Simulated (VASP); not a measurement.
# SnO2 (Pm) in VASP: further runs, part 2 of 2

VASP 6.6.1. Earlier steps stand in the parts before.

### Step 4. Single point, LDA

Contents of INCAR:

```
ALGO = Normal ; EDIFF = 1E-6
ENCUT = 520 ; ISIF = 2
ISMEAR = 0 ; LASPH = T
LCHARG = F ; LREAL = F
LWAVE = F ; NBANDS = 35
NELM = 60 ; PREC = Accurate
SIGMA = 0.05
```

Contents of KPOINTS:

```
k-points
0
Gamma
  6 6 8
```

Contents of POSCAR:

```
SnO2
1.0
    4.7212714757      0.0000000000      0.0000000000
    0.0000000000      4.7242464866      0.0000000000
    0.0000000000      0.0000000000      3.1900194031
Sn O
2 4
Direct
    0.4626307434      0.5374921818      0.5000000000
   -0.0373692566      0.0374921818      0.0000000000
    0.3055669669      0.3065721211      0.0000000000
    0.8055669669      0.1934278789      0.5000000000
    0.1944330331      0.8065721211      0.5000000000
    0.6944330331      0.6934278789      0.0000000000
```

Potentials or basis: VASP PAW LDA potentials, release 64 (Sn_d, O).

Run with:

```bash
> cat potpaw_LDA.64/Sn_d/POTCAR potpaw_LDA.64/O/POTCAR > POTCAR
> mpirun -np 1 vasp_std > vasp.out
```

OUTCAR:

```text
EDIFF = 1E-6
   ENCUT = 520
   ISIF = 2
   ISMEAR = 0
   LASPH = T
   LREAL = F
   NELM = 60
   PREC = Accurate

 ion  position               nearest neighbor table
   1  0.463  0.537  0.500-   5 1.79   3 2.07   3 2.07   6 2.07   6 2.07   4 2.29   2 3.70   2 3.70
                             2 3.70   2 3.70   2 3.70   2 3.70   2 3.70   2 3.70
   2  0.963  0.037  0.000-   4 1.91   4 1.91   3 2.06   6 2.06   5 2.22   5 2.22   1 3.70   1 3.70
                             1 3.70   1 3.70   1 3.70   1 3.70   1 3.70   1 3.70
   3  0.306  0.307  0.000-   2 2.06   1 2.07   1 2.07
   4  0.806  0.193  0.500-   2 1.91   2 1.91   1 2.29
   5  0.194  0.807  0.500-   1 1.79   2 2.22   2 2.22
   6  0.694  0.693  0.000-   2 2.06   1 2.07   1 2.07

  LATTYP: Found a simple orthorhombic cell.
 ALAT       =     3.1900194031
 B/A-ratio  =     1.4800134040
 C/A-ratio  =     1.4809460037

  Lattice vectors:

 A1 = (   0.0000000000,   0.0000000000,   3.1900194031)
 A2 = (   4.7212714757,   0.0000000000,   0.0000000000)
 A3 = (   0.0000000000,   4.7242464866,   0.0000000000)

Analysis of symmetry for initial positions (statically):
=====================================================================
 Subroutine PRICEL returns:
 Original cell was already a primitive cell.

 Routine SETGRP: Setting up the symmetry group for a
 simple orthorhombic supercell.

 Subroutine GETGRP returns: Found  2 space group operations
 (whereof  2 operations were pure point group operations)
 out of a pool of  8 trial point group operations.

The static configuration has the point symmetry C_1h.

Analysis of symmetry for dynamics (positions and initial velocities):
=====================================================================
 Subroutine PRICEL returns:
 Original cell was already a primitive cell.

 Routine SETGRP: Setting up the symmetry group for a
 simple orthorhombic supercell.

 Subroutine GETGRP returns: Found  2 space group operations
 (whereof  2 operations were pure point group operations)
 out of a pool of  8 trial point group operations.

[... 131 lines left out ...]
  Thomas-Fermi vector in A             =   2.589372
   LORBIT       =      0    0 simple, 1 ext, 2 COOP (PROOUT), +10 PAW based schemes
   GGA     = CA    functional components
   LHFCALC =     F    Hartree Fock is set to
   AEXX    =    0.0000 exact exchange contribution
   IVDW    =     0    specifies the selected vdW correction
   LEPSILON=     F    determine dielectric tensor
   LRPA    =     F    only Hartree local field effects (RPA)
 non-spin polarized calculation
 Gauss-broadening in eV      SIGMA  =   0.05
  energy-cutoff  :      520.00
  volume of cell :       71.15
 maximum number of plane-waves:      1944
 NGX is ok and might be reduce to    36
   NGX = 17   NGY = 17   NGZ = 11

 number of electron      51.9999997 magnetization

 Free energy of the ion-electron system (eV)
  ---------------------------------------------------
  ext. energy  EPLUGINS =         0.00000000
  ---------------------------------------------------
  free energy    TOTEN  =       -41.21331708 eV

  energy without entropy =      -41.21331708  energy(sigma->0) =      -41.21331708

 E-fermi :   6.1687     XC(G=0): -11.8223

 val. band max:        5.8661003878   @ k =   0.0000   0.0000   0.0000
 cond. band min:       7.1385374686   @ k =   0.0000   0.0000   0.0000
 fundamental gap:      1.2724370808
 Fermi energy:         6.1686682659

 k-point     1 :       0.0000    0.0000    0.0000
  band No.  band energies     occupation
      1     -15.3124      2.00000
      2     -14.6874      2.00000
      3     -14.1849      2.00000
      4     -14.1052      2.00000
      5     -14.0081      2.00000
      6     -13.9674      2.00000
[... 901 lines left out ...]
     34      18.1694      0.00000
     35      18.4104      0.00000

 [... further k-points ...]

------------------------ aborting loop because EDIFF is reached ----------------------------------------

  FORCE on cell =-STRESS in cart. coord.  units (eV):
  Direction    XX          YY          ZZ          XY          YZ          ZX
  --------------------------------------------------------------------------------------
  -------------------------------------------------------------------------------------
  Total        3.8118455      3.8152761      3.6785133     -4.6404184      0.0000000      0.0000000
  in kB       85.8343308     85.9115797     82.8319850   -104.4919592      0.0000000      0.0000000
  external PRESSURE =      84.8592985 kB  Pullay stress =       0.0000000 kB

 VOLUME and BASIS-vectors are now :
 -----------------------------------------------------------------------------
  energy-cutoff  :      520.00
  volume of cell :       71.15
      direct lattice vectors                 reciprocal lattice vectors
     4.721271476  0.000000000  0.000000000     0.211807350  0.000000000  0.000000000
     0.000000000  4.724246487  0.000000000     0.000000000  0.211673968  0.000000000
     0.000000000  0.000000000  3.190019403     0.000000000  0.000000000  0.313477717

 POSITION                                       TOTAL-FORCE (eV/Angst)
 -----------------------------------------------------------------------------------
      2.18421      2.53925      1.59501         3.928951     -3.939344      0.000000
      4.54484      0.17712      0.00000         2.689698     -2.699002      0.000000
      1.44266      1.44832      0.00000        -0.060028     -0.061443      0.000000
      3.80330      0.91380      1.59501        -2.277577      2.272391      0.000000
      0.91797      3.81045      1.59501        -4.345667      4.355843      0.000000
      3.27861      3.27592      0.00000         0.064622      0.071555      0.000000
 -----------------------------------------------------------------------------------
    total drift:                                0.000666     -0.000582      0.000000

  FREE ENERGIE OF THE ION-ELECTRON SYSTEM (eV)
  ---------------------------------------------------
  free  energy   TOTEN  =       -41.2133170833 eV

  energy  without entropy=      -41.2133170833  energy(sigma->0) =      -41.21331708
```

OSZICAR:

```text
N       E                     dE             d eps       ncg     rms          rms(c)
DAV:   1     0.633468964076E+03    0.63347E+03   -0.25187E+04  7628   0.236E+03
DAV:   2     0.522867044291E+02   -0.58118E+03   -0.54819E+03  7544   0.608E+02
DAV:   3    -0.428030276640E+02   -0.95090E+02   -0.93554E+02  7629   0.209E+02
DAV:   4    -0.475853197372E+02   -0.47823E+01   -0.47478E+01  8822   0.505E+01
DAV:   5    -0.477070392752E+02   -0.12172E+00   -0.12153E+00  8484   0.856E+00    0.165E+01
DAV:   6    -0.412641202326E+02    0.64429E+01   -0.17353E+01 11286   0.677E+01    0.658E+00
DAV:   7    -0.413160701941E+02   -0.51950E-01   -0.23462E+00  7953   0.863E+00    0.335E+00
DAV:   8    -0.412314226180E+02    0.84648E-01   -0.25770E-01 10709   0.513E+00    0.838E-01
DAV:   9    -0.412130582183E+02    0.18364E-01   -0.37059E-02 11200   0.330E+00    0.132E-01
DAV:  10    -0.412133858058E+02   -0.32759E-03   -0.57759E-03  9333   0.566E-01    0.117E-01
DAV:  11    -0.412133217827E+02    0.64023E-04   -0.71306E-04 10872   0.239E-01    0.368E-02
DAV:  12    -0.412133164958E+02    0.52869E-05   -0.59830E-05 10636   0.875E-02    0.121E-02
DAV:  13    -0.412133170833E+02   -0.58749E-06   -0.93634E-06  8849   0.238E-02
   1 F= -.41213317E+02 E0= -.41213317E+02  d E =-.122350E-19
```

stdout:

```text
POSCAR found type information on POSCAR SnO
 POSCAR found :  2 types and       6 ions
 scaLAPACK will be used
 LDA part: xc-table for (Slater(with rela. corr.)+CA(PZ))
 , standard interpolation
 POSCAR, INCAR and KPOINTS ok, starting setup
 FFT: planning ... GRIDC
 FFT: planning ... GRID_SOFT
 FFT: planning ... GRID
 WAVECAR not read
 entering main loop
```

Run time: 74 s. Hardware: 1 thread of Intel Xeon 6975P-C (Granite Rapids), shared host; peak memory 0.28 GiB.

What came out:

```
Free energy            : -41.2133 eV
Pressure               : 8.5 GPa
Largest force          : 6.153 eV/Å
Band gap on the k mesh : 1.27 eV
```

Forces in eV/Å, atoms in the order of the input:
```
Sn   3.929 -3.939  0.000
Sn   2.690 -2.699  0.000
O   -0.060 -0.061  0.000
O   -2.278  2.272  0.000
O   -4.346  4.356  0.000
O    0.065  0.072  0.000
```

Stress tensor (GPa, compression positive):
```
  8.58 -10.45   0.00
-10.45   8.59   0.00
  0.00   0.00   8.28
```

Caveat: the cell differs from its parent crystal (all Sn atoms moved -0.250 Å, as atom 1 towards its neighbour atom 4 (O) at 2.044 Å); the cell stands under pressure; spin-orbit coupling is left out, which moves the levels of the heavy elements; forces of over 1 eV/Å act on the atoms, so gaps and moduli don't describe the material at rest.

### Step 5. Single point, LDA

Contents of INCAR:

```
  PREC = Accurate
  ENCUT = 520
  EDIFF = 1E-7
  ISMEAR = 0
  SIGMA = 0.05
  LREAL = F
  LASPH = T
  NELM = 100
  ALGO = Normal
  ISIF = 2
  LWAVE = F
  LCHARG = T
  LELF = T
  LVHAR = T
  NBANDS = 35
```

Contents of KPOINTS:

```
regular mesh
0
Gamma
  6 6 8
```

Edit POSCAR of step 4 so:

```diff
@@ -8,4 +8,4 @@
 Direct
-    0.4626307434      0.5374921818      0.5000000000
-   -0.0373692566      0.0374921818      0.0000000000
+    0.5186846283      0.4812539091      0.5000000000
+    0.0186846283     -0.0187460909      0.0000000000
     0.3055669669      0.3065721211      0.0000000000
```

Potentials or basis: VASP PAW LDA potentials, release 64 (Sn_d, O).

Run with:

```bash
> cat potpaw_LDA.64/Sn_d/POTCAR potpaw_LDA.64/O/POTCAR > POTCAR
> mpirun -np 1 vasp_std > vasp.out
```

OUTCAR:

```text
PREC = Accurate
   ENCUT = 520
   EDIFF = 1E-7
   ISMEAR = 0
   LREAL = F
   LASPH = T
   NELM = 100
   ISIF = 2

 ion  position               nearest neighbor table
   1  0.519  0.481  0.500-   4 1.92   6 2.06   6 2.06   3 2.06   3 2.06   5 2.17   2 3.70   2 3.70
                             2 3.70   2 3.70   2 3.70   2 3.70   2 3.70   2 3.70
   2  0.019  0.981  0.000-   5 1.98   5 1.98   6 2.05   3 2.05   4 2.14   4 2.14   1 3.70   1 3.70
                             1 3.70   1 3.70   1 3.70   1 3.70   1 3.70   1 3.70
   3  0.306  0.307  0.000-   2 2.05   1 2.06   1 2.06
   4  0.806  0.193  0.500-   1 1.92   2 2.14   2 2.14
   5  0.194  0.807  0.500-   2 1.98   2 1.98   1 2.17
   6  0.694  0.693  0.000-   2 2.05   1 2.06   1 2.06

  LATTYP: Found a simple orthorhombic cell.
 ALAT       =     3.1900194031
 B/A-ratio  =     1.4800134040
 C/A-ratio  =     1.4809460037

  Lattice vectors:

 A1 = (   0.0000000000,   0.0000000000,   3.1900194031)
 A2 = (   4.7212714757,   0.0000000000,   0.0000000000)
 A3 = (   0.0000000000,   4.7242464866,   0.0000000000)

Analysis of symmetry for initial positions (statically):
=====================================================================
 Subroutine PRICEL returns:
 Original cell was already a primitive cell.

 Routine SETGRP: Setting up the symmetry group for a
 simple orthorhombic supercell.

 Subroutine GETGRP returns: Found  2 space group operations
 (whereof  2 operations were pure point group operations)
 out of a pool of  8 trial point group operations.

The static configuration has the point symmetry C_1h.

Analysis of symmetry for dynamics (positions and initial velocities):
=====================================================================
 Subroutine PRICEL returns:
 Original cell was already a primitive cell.

 Routine SETGRP: Setting up the symmetry group for a
 simple orthorhombic supercell.

[... 134 lines left out ...]
  Fermi-wavevector in a.u.,A,eV,Ry     =   1.474623  2.786633 29.586044  2.174513
  Thomas-Fermi vector in A             =   2.589372
   LORBIT       =      0    0 simple, 1 ext, 2 COOP (PROOUT), +10 PAW based schemes
   GGA     = CA    functional components
   LHFCALC =     F    Hartree Fock is set to
   AEXX    =    0.0000 exact exchange contribution
   IVDW    =     0    specifies the selected vdW correction
   LEPSILON=     F    determine dielectric tensor
   LRPA    =     F    only Hartree local field effects (RPA)
 non-spin polarized calculation
 Gauss-broadening in eV      SIGMA  =   0.05
  energy-cutoff  :      520.00
  volume of cell :       71.15
 maximum number of plane-waves:      1944
 NGX is ok and might be reduce to    36
   NGX = 17   NGY = 17   NGZ = 11

 number of electron      51.9999999 magnetization

 Free energy of the ion-electron system (eV)
  ---------------------------------------------------
  ext. energy  EPLUGINS =         0.00000000
  ---------------------------------------------------
  free energy    TOTEN  =       -42.03282416 eV

  energy without entropy =      -42.03282416  energy(sigma->0) =      -42.03282416

 E-fermi :   6.1388     XC(G=0): -11.8286

 val. band max:        5.9173814446   @ k =   0.0000   0.0000   0.0000
 cond. band min:       7.1314187072   @ k =   0.0000   0.0000   0.0000
 fundamental gap:      1.2140372626
 Fermi energy:         6.1387937080

 k-point     1 :       0.0000    0.0000    0.0000
  band No.  band energies     occupation
      1     -15.1275      2.00000
      2     -14.3851      2.00000
      3     -14.0553      2.00000
      4     -14.0429      2.00000
      5     -13.9824      2.00000
      6     -13.9737      2.00000
[... 901 lines left out ...]
     34      18.2196      0.00000
     35      18.3776      0.00000

 [... further k-points ...]

------------------------ aborting loop because EDIFF is reached ----------------------------------------

  FORCE on cell =-STRESS in cart. coord.  units (eV):
  Direction    XX          YY          ZZ          XY          YZ          ZX
  --------------------------------------------------------------------------------------
  -------------------------------------------------------------------------------------
  Total        1.2219401      1.2183672      1.3785334     -1.1484370      0.0000000      0.0000000
  in kB       27.5153898     27.4349340     31.0415241    -25.8602617      0.0000000      0.0000000
  external PRESSURE =      28.6639493 kB  Pullay stress =       0.0000000 kB

 VOLUME and BASIS-vectors are now :
 -----------------------------------------------------------------------------
  energy-cutoff  :      520.00
  volume of cell :       71.15
      direct lattice vectors                 reciprocal lattice vectors
     4.721271476  0.000000000  0.000000000     0.211807350  0.000000000  0.000000000
     0.000000000  4.724246487  0.000000000     0.000000000  0.211673968  0.000000000
     0.000000000  0.000000000  3.190019403     0.000000000  0.000000000  0.313477717

 POSITION                                       TOTAL-FORCE (eV/Angst)
 -----------------------------------------------------------------------------------
      2.44885      2.27356      1.59501        -1.498244      1.501564      0.000000
      0.08822      4.63569      0.00000        -1.364952      1.371624      0.000000
      1.44266      1.44832      0.00000        -0.039983     -0.019493      0.000000
      3.80330      0.91380      1.59501         1.662708     -1.663863      0.000000
      0.91797      3.81045      1.59501         1.227701     -1.228253      0.000000
      3.27861      3.27592      0.00000         0.012771      0.038421      0.000000
 -----------------------------------------------------------------------------------
    total drift:                                0.000165     -0.000097     -0.000000

  FREE ENERGIE OF THE ION-ELECTRON SYSTEM (eV)
  ---------------------------------------------------
  free  energy   TOTEN  =       -42.0328241623 eV

  energy  without entropy=      -42.0328241623  energy(sigma->0) =      -42.03282416
```

Run time: 77 s. Hardware: 1 thread of Intel Xeon 6975P-C (Granite Rapids), shared host; peak memory 0.29 GiB.

What came out:

| Property | Result |
| --- | --- |
| Free energy | -42.0328 eV |
| Pressure | 2.9 GPa |
| Largest force | 2.352 eV/Å |
| Band gap on the k mesh | 1.21 eV |

Forces in eV/Å, atoms in the order of the input:
```
Sn  -1.498  1.502  0.000
Sn  -1.365  1.372  0.000
O   -0.040 -0.019  0.000
O    1.663 -1.664  0.000
O    1.228 -1.228  0.000
O    0.013  0.038  0.000
```

Stress tensor (GPa, compression positive):
```
 2.75 -2.59  0.00
-2.59  2.74  0.00
 0.00  0.00  3.10
```

Caveat: the cell differs from its parent crystal (all Sn atoms moved +0.125 Å, as atom 1 towards its neighbour atom 4 (O) at 2.044 Å); spin-orbit coupling is left out, which moves the levels of the heavy elements; forces of over 1 eV/Å act on the atoms, so gaps and moduli don't describe the material at rest.

### Step 6. Summary

```csv
cell,gap on the mesh (eV),pressure (GPa),largest force (eV/Å)
"as given, atomic positions A",1.52,33.0,22.88
"as given, atomic positions B",1.38,18.4,12.52
"as given, atomic positions C",1.27,8.5,6.15
"as given, atomic positions D",1.21,2.9,2.35
```

Alike in all rows: task single point; level LDA; potentials or basis VASP PAW LDA potentials, release 64 (Sn_d, O); no spin polarisation; k mesh 6 × 6 × 8; cutoff (eV) 520; smearing gaussian 0.05 eV.

Caveats: spin-orbit coupling is left out, which moves the levels of the heavy elements; forces of over 1 eV/Å act on the atoms, so gaps and moduli don't describe the material at rest; the cell stands under pressure (at least some runs); the stress differs along the axes, from 29 to 35 GPa (at least some runs).

Total energies depend on the potentials used, so only differences within one code and one set of settings carry meaning.
